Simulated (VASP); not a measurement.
Input of a VASP 6.6.1 run:

INCAR

```
SYSTEM = YCu
ALGO = Normal
EDIFF = 1E-7
ENCUT = 520
ISIF = 2
ISMEAR = 1
LASPH = .True.
LCHARG = .False.
LREAL = .False.
LWAVE = .False.
NBANDS = 18
NELM = 60
PREC = Accurate
SIGMA = 0.15
```

The input KPOINTS:

```
k-points
0
Gamma
  8 8 8
  0 0 0
```

Contents of POSCAR:

```
YCu
1.0
    3.5259383954      0.0000000000      0.0000000000
    0.0000000000      3.5259383954      0.0000000000
    0.0000000000      0.0000000000      3.5259383954
Y Cu
1 1
Direct
    0.0000000000      0.0000000000      0.0000000000
    0.5000000000      0.5000000000      0.5000000000
```

Potentials or basis: VASP PAW LDA potentials, release 64 (Y_sv, Cu).

Run with:

```sh
$ cat potpaw_LDA.64/Y_sv/POTCAR potpaw_LDA.64/Cu/POTCAR > POTCAR
$ mpirun -np 1 vasp_std > vasp.out
```

Task: Predict the band gap on the k mesh.

Result: Zero (bands 11 and 12 overlap by 2.09 eV).

Task: Predict the pressure.

Result: -8.2 GPa.

Caveat: the cell stands under tension.
